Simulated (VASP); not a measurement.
# InAs (F-43m) in VASP: notebook, part 2 of 2

VASP 6.6.1. Earlier steps stand in the parts before.

### 4 Single point, PBEsol

This run uses another cell than the first one, of 27.72 Å³/atom, 0.983 times its volume.

Input file INCAR:

```
  PREC = Accurate
  ENCUT = 520
  EDIFF = 1E-6
  ISMEAR = -1
  SIGMA = 0.15
  LREAL = False
  LASPH = True
  NELM = 80
  ALGO = Normal
  ISIF = 2
  LWAVE = False
  LCHARG = True
  GGA = PS
  LELF = True
  LVHAR = True
  NBANDS = 16
```

Input file KPOINTS:

```
Automatic mesh
0
Gamma
  12 12 12
```

Input file POSCAR:

```
InAs
1.0
    0.0000000000      3.0265448467      3.0265448467
    3.0265448467      0.0000000000      3.0265448467
    3.0265448467      3.0265448467      0.0000000000
In As
1 1
Direct
    0.0000000000      0.0000000000      0.0000000000
    0.7500000000      0.7500000000      0.7500000000
```

Potentials or basis: VASP PAW PBE potentials, release 64 (In_d, As).

Launch:

```bash
$ cat potpaw_PBE.64/In_d/POTCAR potpaw_PBE.64/As/POTCAR > POTCAR
$ mpirun -np 1 vasp_std > vasp.out
```

OUTCAR:

```text
PREC = Accurate
   ENCUT = 520
   EDIFF = 1E-6
   ISMEAR = -1
   LREAL = False
   LASPH = True
   NELM = 80
   ISIF = 2
   GGA = PS

 ion  position               nearest neighbor table
   1  0.000  0.000  0.000-   2 2.62   2 2.62   2 2.62   2 2.62
   2  0.750  0.750  0.750-   1 2.62   1 2.62   1 2.62   1 2.62

  LATTYP: Found a face centered cubic cell.
 ALAT       =     6.0530896934

  Lattice vectors:

 A1 = (   0.0000000000,   3.0265448467,   3.0265448467)
 A2 = (   3.0265448467,   0.0000000000,   3.0265448467)
 A3 = (   3.0265448467,   3.0265448467,   0.0000000000)

Analysis of symmetry for initial positions (statically):
=====================================================================
 Subroutine PRICEL returns:
 Original cell was already a primitive cell.

 Routine SETGRP: Setting up the symmetry group for a
 face centered cubic supercell.

 Subroutine GETGRP returns: Found 24 space group operations
 (whereof 24 operations were pure point group operations)
 out of a pool of 48 trial point group operations.

The static configuration has the point symmetry T_d .
[... 153 lines left out ...]
  ---------------------------------------------------
  ext. energy  EPLUGINS =         0.00000000
  ---------------------------------------------------
  free energy    TOTEN  =        -8.48813934 eV

  energy without entropy =       -8.48493466  energy(sigma->0) =       -8.48653700

 E-fermi :   4.7227     XC(G=0):  -9.2716

 val. band max:        4.3413576729   @ k =   0.0000   0.0000   0.0000
 cond. band min:       5.1046267361   @ k =   0.0833   0.0000   0.0000
 fundamental gap:      0.7632690633
 Fermi energy:         4.7227009748

 k-point     1 :       0.0000    0.0000    0.0000
  band No.  band energies     occupation
      1      -9.9837      2.00000
      2      -9.9837      2.00000
      3      -9.9837      2.00000
      4      -9.8569      2.00000
      5      -9.8569      2.00000
      6      -7.5295      2.00000
[... 433 lines left out ...]
      3      -9.9397      2.00000
      4      -9.8563      2.00000
      5      -9.8507      2.00000
      6      -5.9032      2.00000
[... 8 lines left out ...]
     15      13.9700      0.00000
     16      14.3544      0.00000

 [... further k-points ...]
[... 5 lines left out ...]
  --------------------------------------------------------------------------------------
  -------------------------------------------------------------------------------------
  Total        0.3725721      0.3725721      0.3725721      0.0000000      0.0000000     -0.0000000
  in kB       10.7658808     10.7658808     10.7658808      0.0000000      0.0000000     -0.0000000
  external PRESSURE =      10.7658808 kB  Pullay stress =       0.0000000 kB

 VOLUME and BASIS-vectors are now :
 -----------------------------------------------------------------------------
  energy-cutoff  :      520.00
  volume of cell :       55.45
      direct lattice vectors                 reciprocal lattice vectors
     0.000000000  3.026544847  3.026544847    -0.165204887  0.165204887  0.165204887
     3.026544847  0.000000000  3.026544847     0.165204887 -0.165204887  0.165204887
     3.026544847  3.026544847  0.000000000     0.165204887  0.165204887 -0.165204887

 POSITION                                       TOTAL-FORCE (eV/Angst)
 -----------------------------------------------------------------------------------
      0.00000      0.00000      0.00000         0.000000      0.000000      0.000000
      4.53982      4.53982      4.53982        -0.000000     -0.000000     -0.000000
 -----------------------------------------------------------------------------------
    total drift:                                0.000000      0.000000      0.000000

  FREE ENERGIE OF THE ION-ELECTRON SYSTEM (eV)
  ---------------------------------------------------
  free  energy   TOTEN  =        -8.4881393401 eV

  energy  without entropy=       -8.4849346570  energy(sigma->0) =       -8.48653700
```

OSZICAR:

```text
N       E                     dE             d eps       ncg     rms          rms(c)
DAV:   1     0.110136238511E+03    0.11014E+03   -0.83382E+03  2328   0.121E+03
DAV:   2    -0.128753168183E+01   -0.11142E+03   -0.10642E+03  2488   0.291E+02
DAV:   3    -0.859369288017E+01   -0.73062E+01   -0.72660E+01  3016   0.739E+01
DAV:   4    -0.877609175419E+01   -0.18240E+00   -0.18236E+00  2808   0.128E+01
DAV:   5    -0.878464850800E+01   -0.85568E-02   -0.85565E-02  3456   0.241E+00    0.445E+00
DAV:   6    -0.852136407998E+01    0.26328E+00   -0.38106E-01  3656   0.113E+01    0.243E+00
DAV:   7    -0.848936836849E+01    0.31996E-01   -0.10675E-01  3208   0.326E+00    0.684E-01
DAV:   8    -0.848782368550E+01    0.15447E-02   -0.13005E-02  2992   0.129E+00    0.198E-01
DAV:   9    -0.848804605074E+01   -0.22237E-03   -0.85748E-04  2832   0.256E-01    0.109E-01
DAV:  10    -0.848812040907E+01   -0.74358E-04   -0.13191E-04  3416   0.169E-01    0.656E-02
DAV:  11    -0.848813991431E+01   -0.19505E-04   -0.50124E-05  2728   0.101E-01    0.440E-02
DAV:  12    -0.848813934008E+01    0.57423E-06   -0.51602E-06  2696   0.260E-02
   1 F= -.84881393E+01 E0= -.84865370E+01  d E =-.320468E-02
```

stdout:

```text
POSCAR found type information on POSCAR InAs
 POSCAR found :  2 types and       2 ions
 scaLAPACK will be used
 -----------------------------------------------------------------------------
|                                                                             |
|                                                                             |
|     You enforced a specific xc type in the INCAR file but a different       |
|     I HOPE YOU KNOW WHAT YOU ARE DOING!                                     |
|                                                                             |
 -----------------------------------------------------------------------------

 LDA part: xc-table for (Slater+PW92), standard interpolation
 POSCAR, INCAR and KPOINTS ok, starting setup
 FFT: planning ... GRIDC
 FFT: planning ... GRID_SOFT
 FFT: planning ... GRID
 WAVECAR not read
 entering main loop
```

Wall time 18 s (1 thread of Intel Xeon 6975P-C (Granite Rapids), shared host); peak memory 0.22 GiB.

What came out:

```yaml
Free_energy: -8.4881 eV
Pressure: 1.1 GPa
Band_gap_on_the_k_mesh: zero (filled and empty bands touch)
```

Levels at points of the mesh, in eV from the Fermi level:
```csv
k point,band 7,band 8,band 9,band 10,band 11,band 12
"(0.00, 0.00, 0.00)",-0.68,-0.38,-0.38,-0.38,3.47,3.47
"(0.50, 0.00, 0.00)",-6.18,-1.37,-1.37,0.49,4.24,4.24
"(0.50, 0.50, 0.00)",-6.25,-2.72,-2.72,1.06,1.60,8.68
```

Caveat: the PAW data sets were made with another functional, which shifts forces and pressure a little; spin-orbit coupling is left out, which moves the levels of the heavy elements.

### 5 Single point, PBEsol

Input file INCAR:

```
SYSTEM = InAs
PREC = Accurate
ENCUT = 520
EDIFF = 1E-6
ISMEAR = -1
SIGMA = 0.15
LREAL = .False.
LASPH = .True.
NELM = 60
ALGO = Normal
ISIF = 2
LWAVE = .False.
LCHARG = .False.
GGA = PS
NBANDS = 16
```

Input file KPOINTS:

```
Automatic mesh
0
Gamma
  12 12 12
  0 0 0
```

Input file POSCAR:

```
InAs
1.0
    0.0000000000      3.0437329617      3.0437329617
    3.0437329617      0.0000000000      3.0437329617
    3.0437329617      3.0437329617      0.0000000000
In As
1 1
Direct
    0.0000000000      0.0000000000      0.0000000000
    0.7500000000      0.7500000000      0.7500000000
```

Potentials or basis: VASP PAW PBE potentials, release 64 (In_d, As).

Launch:

```bash
$ cat potpaw_PBE.64/In_d/POTCAR potpaw_PBE.64/As/POTCAR > POTCAR
$ mpirun -np 1 vasp_std > vasp.out
```

OUTCAR:

```text
SYSTEM = InAs
   PREC = Accurate
   ENCUT = 520
   EDIFF = 1E-6
   ISMEAR = -1
   LREAL = .False.
   LASPH = .True.
   NELM = 60
   ISIF = 2
   GGA = PS

 ion  position               nearest neighbor table
   1  0.000  0.000  0.000-   2 2.64   2 2.64   2 2.64   2 2.64
   2  0.750  0.750  0.750-   1 2.64   1 2.64   1 2.64   1 2.64

  LATTYP: Found a face centered cubic cell.
 ALAT       =     6.0874659234

  Lattice vectors:

 A1 = (   0.0000000000,   3.0437329617,   3.0437329617)
 A2 = (   3.0437329617,   0.0000000000,   3.0437329617)
 A3 = (   3.0437329617,   3.0437329617,   0.0000000000)

Analysis of symmetry for initial positions (statically):
=====================================================================
 Subroutine PRICEL returns:
 Original cell was already a primitive cell.

 Routine SETGRP: Setting up the symmetry group for a
 face centered cubic supercell.

 Subroutine GETGRP returns: Found 24 space group operations
 (whereof 24 operations were pure point group operations)
 out of a pool of 48 trial point group operations.

The static configuration has the point symmetry T_d .

Analysis of symmetry for dynamics (positions and initial velocities):
=====================================================================
 Subroutine PRICEL returns:
 Original cell was already a primitive cell.

 Routine SETGRP: Setting up the symmetry group for a
 face centered cubic supercell.

 Subroutine GETGRP returns: Found 24 space group operations
 (whereof 24 operations were pure point group operations)
 out of a pool of 48 trial point group operations.

The dynamic configuration has the point symmetry T_d .

 Subroutine INISYM returns: Found 24 space group operations
 (whereof 24 operations are pure point group operations),
 and found     1 'primitive' translations

[... 105 lines left out ...]
   NELECT =      18.0000    total number of electrons
   NUPDOWN=      -1.0000    fix difference up-down
   EMIN   =  10.00;   EMAX   =-10.00  energy-range for DOS
   EFERMI =   0.00;   METHOD = LEGACY
   ISMEAR =    -1;   SIGMA  =   0.15  broadening in eV -4-tet -1-fermi 0-gaus
   EFERMI_NEDOS =   21; number of points for ismear=-14 and -15
   IALGO  =     38    algorithm
   IMIX   =      4    mixing-type and parameters
     AMIX     =   0.40;   BMIX     =  1.00
     AMIX_MAG =   1.60;   BMIX_MAG =  1.00
  volume/ion in A,a.u.               =      28.20       190.29
  Fermi-wavevector in a.u.,A,eV,Ry     =   1.118791  2.114209 17.030333  1.251694
  Thomas-Fermi vector in A             =   2.255425
   LORBIT       =      0    0 simple, 1 ext, 2 COOP (PROOUT), +10 PAW based schemes
   GGA     = PS    functional components
   LHFCALC =     F    Hartree Fock is set to
   AEXX    =    0.0000 exact exchange contribution
   IVDW    =     0    specifies the selected vdW correction
   LEPSILON=     F    determine dielectric tensor
   LRPA    =     F    only Hartree local field effects (RPA)
 non-spin polarized calculation
  energy-cutoff  :      520.00
  volume of cell :       56.40
 maximum number of plane-waves:      1540
   NGX = 17   NGY = 17   NGZ = 17

 number of electron      17.9999992 magnetization

 Free energy of the ion-electron system (eV)
  ---------------------------------------------------
  ext. energy  EPLUGINS =         0.00000000
  ---------------------------------------------------
  free energy    TOTEN  =        -8.49178461 eV

  energy without entropy =       -8.48817106  energy(sigma->0) =       -8.48997784

 E-fermi :   4.5406     XC(G=0):  -9.1977

 val. band max:        4.1715430367   @ k =   0.0000   0.0000   0.0000
 cond. band min:       4.8861005014   @ k =   0.0833   0.0000   0.0000
 fundamental gap:      0.7145574648
 Fermi energy:         4.5406461534

 k-point     1 :       0.0000    0.0000    0.0000
  band No.  band energies     occupation
      1     -10.1189      2.00000
      2     -10.1189      2.00000
      3     -10.1189      2.00000
      4      -9.9990      2.00000
      5      -9.9990      2.00000
      6      -7.5906      2.00000
[... 433 lines left out ...]
      3     -10.0775      2.00000
      4      -9.9984      2.00000
      5      -9.9932      2.00000
      6      -6.0219      2.00000
[... 8 lines left out ...]
     15      13.7508      0.00000
     16      14.1274      0.00000

 [... further k-points ...]
[... 5 lines left out ...]
  --------------------------------------------------------------------------------------
  -------------------------------------------------------------------------------------
  Total        0.0310941      0.0310941      0.0310941      0.0000000      0.0000000      0.0000000
  in kB        0.8833622      0.8833622      0.8833622      0.0000000      0.0000000      0.0000000
  external PRESSURE =       0.8833622 kB  Pullay stress =       0.0000000 kB

 VOLUME and BASIS-vectors are now :
 -----------------------------------------------------------------------------
  energy-cutoff  :      520.00
  volume of cell :       56.40
      direct lattice vectors                 reciprocal lattice vectors
     0.000000000  3.043732962  3.043732962    -0.164271967  0.164271967  0.164271967
     3.043732962  0.000000000  3.043732962     0.164271967 -0.164271967  0.164271967
     3.043732962  3.043732962  0.000000000     0.164271967  0.164271967 -0.164271967

 POSITION                                       TOTAL-FORCE (eV/Angst)
 -----------------------------------------------------------------------------------
      0.00000      0.00000      0.00000         0.000000     -0.000000     -0.000000
      4.56560      4.56560      4.56560        -0.000000      0.000000      0.000000
 -----------------------------------------------------------------------------------
    total drift:                                0.000000      0.000000      0.000000

  FREE ENERGIE OF THE ION-ELECTRON SYSTEM (eV)
  ---------------------------------------------------
  free  energy   TOTEN  =        -8.4917846119 eV

  energy  without entropy=       -8.4881710647  energy(sigma->0) =       -8.48997784
```

OSZICAR:

```text
N       E                     dE             d eps       ncg     rms          rms(c)
DAV:   1     0.113430940473E+03    0.11343E+03   -0.83409E+03  2312   0.121E+03
DAV:   2    -0.956498406404E+00   -0.11439E+03   -0.10965E+03  2520   0.296E+02
DAV:   3    -0.858254680518E+01   -0.76260E+01   -0.75830E+01  2976   0.753E+01
DAV:   4    -0.877337027548E+01   -0.19082E+00   -0.19079E+00  2848   0.131E+01
DAV:   5    -0.878231036674E+01   -0.89401E-02   -0.89400E-02  3520   0.242E+00    0.432E+00
DAV:   6    -0.852342498054E+01    0.25889E+00   -0.38099E-01  3616   0.111E+01    0.237E+00
DAV:   7    -0.849297438968E+01    0.30451E-01   -0.10208E-01  3264   0.313E+00    0.676E-01
DAV:   8    -0.849145609314E+01    0.15183E-02   -0.12308E-02  2912   0.125E+00    0.195E-01
DAV:   9    -0.849169978499E+01   -0.24369E-03   -0.87401E-04  2896   0.259E-01    0.109E-01
DAV:  10    -0.849176664509E+01   -0.66860E-04   -0.11820E-04  3456   0.151E-01    0.663E-02
DAV:  11    -0.849178462970E+01   -0.17985E-04   -0.48126E-05  2712   0.938E-02    0.466E-02
DAV:  12    -0.849178461191E+01    0.17790E-07   -0.46016E-06  2608   0.200E-02
   1 F= -.84917846E+01 E0= -.84899778E+01  d E =-.361355E-02
```

It took 19 s on 1 thread of Intel Xeon 6975P-C (Granite Rapids), shared host; peak memory 0.21 GiB.

What came out:

```
Free energy            : -8.4918 eV
Pressure               : 0.1 GPa
Band gap on the k mesh : zero (filled and empty bands touch)
```

Caveat: the PAW data sets were made with another functional, which shifts forces and pressure a little; spin-orbit coupling is left out, which moves the levels of the heavy elements.

### 6 Summary

| cell | gap on the mesh (eV) | pressure (GPa) |
| --- | --- | --- |
| a = 4.304 Å, angles 60.0°, 2 atoms | none | 0.1 |
| a = 4.396 Å, angles 60.0°, 2 atoms | none | -2.9 |
| a = 4.280 Å, angles 60.0°, 2 atoms | none | 1.1 |

Alike in all rows: task single point; level PBEsol; potentials or basis VASP PAW PBE potentials, release 64 (In_d, As); no spin polarisation; k mesh 12 × 12 × 12; cutoff (eV) 520; smearing fermi-dirac 0.15 eV.

Caveats: the PAW data sets were made with another functional, which shifts forces and pressure a little; spin-orbit coupling is left out, which moves the levels of the heavy elements.

Total energies depend on the potentials used, so only differences within one code and one set of settings carry meaning.
